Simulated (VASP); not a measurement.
Wanted: the native input for a VASP 6.6.1 run.

- Task: single point
- Functional: PBE
- Dispersion: D3(BJ)
- Potentials or basis: VASP PAW PBE potentials, release 64 (Mg)
- Cutoff: 520 eV
- k mesh: 10 × 10 × 5
- Occupations: fermi-dirac, width 0.05 eV
- Spin: no spin polarisation
- Dipole correction: no
- Further INCAR settings: ALGO = Fast; EDIFF = 1e-06; NBANDS = 9

The structure of Mg lies in POSCAR:

```
Mg
1.0
    3.2305542618      0.0000000000      0.0000000000
   -1.6152771309      2.7977420591      0.0000000000
    0.0000000000      0.0000000000      5.2448063036
Mg
2
Direct
    0.6666666667      0.3333333333      0.7500000000
    0.3333333333      0.6666666667      0.2500000000
```

The input as run:

INCAR

```
PREC     = Accurate       # precision mode
ENCUT    = 520            # plane-wave cutoff, eV
EDIFF    = 1E-6           # SCF threshold, eV
ISMEAR   = -1             # smearing method
SIGMA    = 0.05           # smearing width, eV
LREAL    = F              # projectors in reciprocal space
LASPH    = T              # aspherical terms in the spheres
NELM     = 80             # most SCF steps
ALGO     = Fast           # electronic algorithm
ISIF     = 2              # what is computed and relaxed
LWAVE    = F              # write WAVECAR
LCHARG   = T              # write CHGCAR
GGA      = PE             # functional
IVDW     = 12             # dispersion correction
LELF     = T              # ELF
LVHAR    = T            
NBANDS   = 9              # bands
```

KPOINTS

```
Automatic mesh
0
Gamma
  10 10 5
```

Potentials or basis: VASP PAW PBE potentials, release 64 (Mg).

Command:

```bash
$ cat potpaw_PBE.64/Mg/POTCAR > POTCAR
$ mpirun -np 1 vasp_std > vasp.out
```

It gave:

The pressure is -3.0 GPa and the band gap on the k mesh is zero (band 2 reaches 3.14 eV, above the bottom of band 3 at 1.22 eV). The dispersion energy per atom is -0.275 eV.

Caveat: pairwise dispersion overbinds metals, which lowers pressure and volume.

It took 16 s on 1 thread of Intel(R) Xeon(R) Platinum 8375C CPU @ 2.90GHz (Ice Lake), on a shared host, peak memory 0.16 GiB.
